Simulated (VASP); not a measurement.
# Ti (Cmcm) in VASP: single point with LDA

Aim: the single point of Ti with LDA.

All numbers are computed with VASP 6.6.1; they aren't measurements. Logs are shortened: lines on timing, memory, paths and dates and some standing lists are left out, and cuts for length are marked.

### 1 The cell of the first run

The structure is orthorhombic, space group Cmcm (No. 63). Conventional cell: a = 2.786 Å, b = 5.132 Å, c = 4.590 Å, α = 90.00°, β = 90.00°, γ = 90.00°. Ti (site symmetry m2m) has 12 Ti at 2.79 to 2.92 Å within 3.7 Å.

### 2 Single point, LDA

File INCAR:

```
  ALGO = Normal
  EDIFF = 1E-6
  ENCUT = 500
  GGA_COMPAT = False
  ISIF = 2
  ISMEAR = 0
  LASPH = True
  LCHARG = False
  LREAL = False
  LWAVE = False
  NBANDS = 45
  NELM = 120
  PREC = Accurate
  SIGMA = 0.1
```

File KPOINTS:

```
k-points
0
Gamma
  5 4 24
```

File POSCAR:

```
Ti
1.0
    6.8848401690      0.0000000000      0.0000000000
   -2.2949467230     10.2633137547      0.0000000000
   -1.9124556025     -1.7105522924      1.3930107214
Ti
6
Direct
    0.3055555556      0.0277777778      0.0000000000
    0.6388888889      0.6944444444      0.0000000000
    0.9722222222      0.3611111111      0.0000000000
    0.6944444444      0.9722222222      0.0000000000
    0.0277777778      0.6388888889      0.0000000000
    0.3611111111      0.3055555556      0.0000000000
```

Potentials or basis: VASP PAW LDA potentials, release 64 (Ti_sv).

Started as:

```
> cat potpaw_LDA.64/Ti_sv/POTCAR > POTCAR
> mpirun -np 1 vasp_std > vasp.out
```

OUTCAR:

```text
EDIFF = 1E-6
   ENCUT = 500
   ISIF = 2
   ISMEAR = 0
   LASPH = True
   LREAL = False
   NELM = 120
   PREC = Accurate

 ion  position               nearest neighbor table
   1  0.306  0.028  0.000-   5 2.82   4 2.82   4 2.82   6 2.82   4 2.86   6 2.86   3 2.92   2 2.92

   2  0.639  0.694  0.000-   6 2.82   5 2.82   5 2.82   4 2.82   5 2.86   4 2.86   3 2.92   1 2.92

   3  0.972  0.361  0.000-   6 2.82   5 2.82   4 2.82   6 2.82   6 2.86   5 2.86   1 2.92   2 2.92

   4  0.694  0.972  0.000-   3 2.82   1 2.82   1 2.82   2 2.82   1 2.86   2 2.86   5 2.92   6 2.92

   5  0.028  0.639  0.000-   2 2.82   3 2.82   1 2.82   2 2.82   2 2.86   3 2.86   4 2.92   6 2.92

   6  0.361  0.306  0.000-   2 2.82   3 2.82   3 2.82   1 2.82   3 2.86   1 2.86   5 2.92   4 2.92

  LATTYP: Found a triclinic cell.
 ALAT       =     2.9195812108
 B/A-ratio  =     3.1064962835
 C/A-ratio  =     1.8632014813
 COS(alpha) =     0.0126433535
 COS(beta)  =     0.2923461876
 COS(gamma) =     0.6725904392

  Lattice vectors:

 A1 = (   1.9124556025,   1.7105522924,  -1.3930107214)
 A2 = (   2.6774378435,   8.5527614623,   1.3930107214)
 A3 = (   4.9723845665,  -1.7105522924,   1.3930107214)

Analysis of symmetry for initial positions (statically):
=====================================================================
 Subroutine PRICEL returns following result:

  LATTYP: Found a base centered orthorhombic cell.
 ALAT       =     2.7860214428
 B/A-ratio  =     1.8419301436
 C/A-ratio  =     1.6474724049

  Lattice vectors:

 A1 = (   1.9124556023,   1.7105522911,   1.3930107214)
 A2 = (  -1.9124556025,  -1.7105522924,   1.3930107214)
 A3 = (   3.0599289639,  -3.4211045856,   0.0000000000)

   3 primitive cells build up your supercell.

 Routine SETGRP: Setting up the symmetry group for a
 triclinic supercell.

 Subroutine GETGRP returns: Found  2 space group operations
 (whereof  2 operations were pure point group operations)
 out of a pool of  2 trial point group operations.

The static configuration has the point symmetry S_2 .

Analysis of symmetry for dynamics (positions and initial velocities):
=====================================================================
 Subroutine PRICEL returns following result:

  LATTYP: Found a base centered orthorhombic cell.
 ALAT       =     2.7860214428
 B/A-ratio  =     1.8419301436
 C/A-ratio  =     1.6474724049

  Lattice vectors:

 A1 = (   1.9124556023,   1.7105522911,   1.3930107214)
 A2 = (  -1.9124556025,  -1.7105522924,   1.3930107214)
 A3 = (   3.0599289639,  -3.4211045856,   0.0000000000)

   3 primitive cells build up your supercell.

 Routine SETGRP: Setting up the symmetry group for a
 triclinic supercell.

 Subroutine GETGRP returns: Found  2 space group operations
 (whereof  2 operations were pure point group operations)
 out of a pool of  2 trial point group operations.

The dynamic configuration has the point symmetry S_2 .

 Subroutine INISYM returns: Found  2 space group operations
 (whereof  2 operations are pure point group operations),
 and found     3 'primitive' translations

----------------------------------------------------------------------------------------

                                     Primitive cell

  volume of cell :      32.8106

  direct lattice vectors                    reciprocal lattice vectors
     1.912455602  1.710552291  1.393010721     0.145246654  0.129912557  0.358934782
    -1.912455602 -1.710552292  1.393010721    -0.145246654 -0.129912557  0.358934782
     3.059928964 -3.421104586  0.000000000     0.145246654 -0.162390696 -0.000000000

  length of vectors
     2.919581210  2.919581211  4.589893446     0.408421401  0.408421401  0.217869981

  position of ions in fractional coordinates (direct lattice)
     0.333333333  0.666666667  0.250000000
     0.666666667  0.333333333  0.750000000

  ion indices of the primitive-cell ions
   primitive index   ion index
                 1           1
                 2           6

----------------------------------------------------------------------------------------

 KPOINTS: k-points

Automatic generation of k-mesh.
 Grid dimensions read from file:
 generate k-points for:    5    4   24

 Generating k-lattice:

  Cartesian coordinates                     Fractional coordinates (reciprocal lattice)
     0.029049331  0.006495628  0.047857971     0.200000000 -0.000000000  0.000000000
     0.000000000  0.024358604  0.029911232     0.000000000  0.250000000  0.000000000
     0.000000000  0.000000000  0.029911232     0.000000000  0.000000000  0.041666667

  Length of vectors
     0.056359934  0.038574906  0.029911232

  Shift w.r.t. Gamma in fractional coordinates (k-lattice)
     0.000000000  0.000000000  0.000000000

 Subroutine IBZKPT returns following result:
 ===========================================

 Found    242 irreducible k-points:

 Following reciprocal coordinates:
            Coordinates               Weight
  0.000000  0.000000  0.000000      1.000000
  0.200000  0.000000 -0.000000      2.000000
  0.400000  0.000000  0.000000      2.000000
  0.000000  0.250000  0.000000      2.000000
  0.200000  0.250000  0.000000      2.000000
  0.400000  0.250000  0.000000      2.000000
[... 16 lines left out ...]
  0.200000  0.500000  0.041667      2.000000
  0.400000  0.500000  0.041667      2.000000
 [... further k-points ...]
   k-points           NKPTS =    242   k-points in BZ     NKDIM =    242   number of bands    NBANDS=     45
   number of dos      NEDOS =    301   number of ions     NIONS =      6
   total plane-waves  NPLWV =  96000
   dimension x,y,z NGX =    50 NGY =   80 NGZ =   24
   dimension x,y,z NGXF=   100 NGYF=  160 NGZF=   48
   ions per type =               6
   NGX,Y,Z   is equivalent  to a cutoff of  12.07, 12.65, 13.67 a.u.
   NGXF,Y,Z  is equivalent  to a cutoff of  24.15, 25.29, 27.33 a.u.
 SYSTEM =  unknown system
   PREC   = accura    normal or accurate (medium, high low for compatibility)
   ISTART =      0    job   : 0-new  1-cont  2-samecut
   ICHARG =      2    charge: 1-file 2-atom 10-const
   ISPIN  =      1    spin polarized calculation?
   LNONCOLLINEAR =      F non collinear calculations
   LSORBIT =      F    spin-orbit coupling
   LASPH  =      T    aspherical Exc in radial PAW
   ENCUT  =  500.0 eV  36.75 Ry    6.06 a.u.  12.55 19.17  5.32*2*pi/ulx,y,z
   NELM   =    120;   NELMIN=  2; NELMDL= -5     # of ELM steps
   EDIFF  = 0.1E-05   stopping-criterion for ELM
   LREAL  =      F    real-space projection
[... 7 lines left out ...]
   TEBEG  =    0.0;   TEEND  =   0.0 temperature during run
   PSTRESS=    0.0 pullay stress
   NELECT =      72.0000    total number of electrons
   NUPDOWN=      -1.0000    fix difference up-down
   EMIN   =  10.00;   EMAX   =-10.00  energy-range for DOS
   EFERMI =   0.00;   METHOD = LEGACY
   ISMEAR =     0;   SIGMA  =   0.10  broadening in eV -4-tet -1-fermi 0-gaus
   EFERMI_NEDOS =   21; number of points for ismear=-14 and -15
   IALGO  =     38    algorithm
   IMIX   =      4    mixing-type and parameters
     AMIX     =   0.40;   BMIX     =  1.00
     AMIX_MAG =   1.60;   BMIX_MAG =  1.00
  volume/ion in A,a.u.               =      16.41       110.71
  Fermi-wavevector in a.u.,A,eV,Ry     =   1.475051  2.787442 29.603220  2.175775
  Thomas-Fermi vector in A             =   2.589747
   LORBIT       =      0    0 simple, 1 ext, 2 COOP (PROOUT), +10 PAW based schemes
   GGA     = CA    functional components
   LHFCALC =     F    Hartree Fock is set to
   AEXX    =    0.0000 exact exchange contribution
   IVDW    =     0    specifies the selected vdW correction
   LEPSILON=     F    determine dielectric tensor
   LRPA    =     F    only Hartree local field effects (RPA)
 non-spin polarized calculation
 Gauss-broadening in eV      SIGMA  =   0.10
  energy-cutoff  :      500.00
  volume of cell :       98.43
 maximum number of plane-waves:      2519
 NGX is ok and might be reduce to    50
   NGX = 25   NGY = 39   NGZ = 11

 number of electron      72.0000002 magnetization

 Free energy of the ion-electron system (eV)
  ---------------------------------------------------
  ext. energy  EPLUGINS =         0.00000000
  ---------------------------------------------------
  free energy    TOTEN  =       -51.22346618 eV

  energy without entropy =      -51.18977544  energy(sigma->0) =      -51.20662081

 E-fermi :   8.6896     XC(G=0): -12.0585

 val. band max:        8.6891318122   @ k =   0.0000   0.2500   0.1667
 cond. band min:       8.6899590141   @ k =  -0.2000  -0.2500   0.1667
 fundamental gap:      0.0008272019
 Fermi energy:         8.6896196872

 k-point     1 :       0.0000    0.0000    0.0000
  band No.  band energies     occupation
      1     -47.3629      2.00000
      2     -47.2168      2.00000
      3     -47.2168      2.00000
      4     -47.1865      2.00000
      5     -47.1674      2.00000
      6     -47.1674      2.00000
[... 37 lines left out ...]
     44       9.8839      0.00000
     45       9.9153      0.00000

 k-point     2 :       0.2000    0.0000   -0.0000
  band No.  band energies     occupation
      1     -47.3362      2.00000
      2     -47.2598      2.00000
      3     -47.2146      2.00000
      4     -47.1831      2.00000
      5     -47.1771      2.00000
      6     -47.1474      2.00000
[... 37 lines left out ...]
     44       9.9879      0.00000
     45      10.0710      0.00000

 k-point     3 :       0.4000    0.0000    0.0000
  band No.  band energies     occupation
      1     -47.2797      2.00000
      2     -47.2707      2.00000
      3     -47.2616      2.00000
      4     -47.2042      2.00000
      5     -47.1572      2.00000
      6     -47.1453      2.00000
[... 997 lines left out ...]
     44       9.7924      0.00000
     45      10.1388      0.00000

 k-point    24 :       0.4000    0.5000    0.0417
  band No.  band energies     occupation
      1     -47.2918      2.00000
      2     -47.2784      2.00000
      3     -47.2159      2.00000
      4     -47.2009      2.00000
      5     -47.1884      2.00000
      6     -47.1392      2.00000
[... 37 lines left out ...]
     44       9.7988      0.00000
     45      10.0101      0.00000

 [... further k-points ...]

------------------------ aborting loop because EDIFF is reached ----------------------------------------

  FORCE on cell =-STRESS in cart. coord.  units (eV):
  Direction    XX          YY          ZZ          XY          YZ          ZX
  --------------------------------------------------------------------------------------
  -------------------------------------------------------------------------------------
  Total       -2.8982964     -2.7320130      1.1518522     -0.7904247      0.0005949      0.0062896
  in kB      -47.1756025    -44.4690053     18.7487114    -12.8657514      0.0096834      0.1023751
  external PRESSURE =     -24.2986321 kB  Pullay stress =       0.0000000 kB

 VOLUME and BASIS-vectors are now :
 -----------------------------------------------------------------------------
  energy-cutoff  :      500.00
  volume of cell :       98.43
      direct lattice vectors                 reciprocal lattice vectors
     6.884840169  0.000000000  0.000000000     0.145246654  0.032478139  0.239289855
    -2.294946723 10.263313755  0.000000000     0.000000000  0.097434418  0.119644927
    -1.912455602 -1.710552292  1.393010721     0.000000000  0.000000000  0.717869565

 POSITION                                       TOTAL-FORCE (eV/Angst)
 -----------------------------------------------------------------------------------
      2.03995      0.28509      0.00000         0.091103      0.076934     -0.000103
      2.80493      7.12730      0.00000         0.091103      0.076934     -0.000103
      5.86486      3.70620      0.00000         0.091103      0.076934     -0.000103
      2.54994      9.97822      0.00000        -0.091103     -0.076934      0.000103
     -1.27497      6.55712      0.00000        -0.091103     -0.076934      0.000103
      1.78496      3.13601      0.00000        -0.091103     -0.076934      0.000103
 -----------------------------------------------------------------------------------
    total drift:                                0.000000      0.000000     -0.000000

  FREE ENERGIE OF THE ION-ELECTRON SYSTEM (eV)
  ---------------------------------------------------
  free  energy   TOTEN  =       -51.2234661789 eV

  energy  without entropy=      -51.1897754445  energy(sigma->0) =      -51.20662081
```

Run time: 13 min. Hardware: 1 thread of Intel Xeon 6975P-C (Granite Rapids), shared host; peak memory 0.73 GiB.

What came out:

* Free energy: -51.2235 eV
* Pressure: -2.4 GPa
* Largest force: 0.119 eV/Å
* Band gap on the k mesh: zero (bands 36 and 37 overlap by 0.87 eV)

Forces on the atoms (eV/Å):
```
Ti   0.091  0.077  0.000
Ti   0.091  0.077  0.000
Ti   0.091  0.077  0.000
Ti  -0.091 -0.077  0.000
Ti  -0.091 -0.077  0.000
Ti  -0.091 -0.077  0.000
```

Stress tensor (GPa, compression positive):
```
-4.72 -1.29  0.01
-1.29 -4.45  0.00
 0.01  0.00  1.87
```

Levels at points of the mesh, in eV from the Fermi level:
```tsv
k point	band 33	band 34	band 35	band 36	band 37	band 38	band 39	band 40
(0.00, 0.00, 0.00)	-0.43	-0.43	0.40	0.55	0.55	0.84	0.99	1.00
(0.00, 0.50, 0.00)	-0.49	-0.49	0.08	0.08	0.80	0.80	1.02	1.02
(0.00, 0.00, 0.50)	-1.11	-0.70	-0.45	-0.45	-0.02	-0.02	0.57	0.63
(0.00, 0.50, 0.50)	-0.98	-0.98	-0.88	-0.88	0.34	0.34	0.57	0.57
```
